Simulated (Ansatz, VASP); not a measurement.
One calculation of AlRu, two programs

```
CELL_PARAMETERS angstrom
3.00528 0.00000 0.00000
0.00000 3.00528 0.00000
0.00000 0.00000 3.00528
ATOMIC_POSITIONS crystal
Ru 0.00000 0.00000 0.00000
Al 0.50000 0.50000 0.50000
```

Alike in both runs: functional PBE; k mesh 16 × 16 × 16; occupations gaussian, width 0.3 eV; no spin polarisation.

Ansatz relaxed the structure, and its values are those at the end. VASP's run is a single point on that final structure, the one shown.

```csv
,VASP,Ansatz
version,VASP 6.6.1,Ansatz 0.2.0
potentials or method,"VASP PAW PBE potentials, release 64 (Ru_pv, Al)","scalar-relativistic, plane waves, PAW"
plane-wave cutoff (eV),520,420
valence electrons in the cell,17,19
```

```csv
,VASP,Ansatz,Ansatz less VASP
gap on the k mesh at the Fermi level (eV),none,none,-
pressure (GPa),0.0,0.0,+0.02
```

A gap of «none» marks a metal or a gap that the smearing closes. VASP's potentials hold 17 valence electrons a cell and Ansatz's 19, so a difference there can come from the potentials and not from the codes.
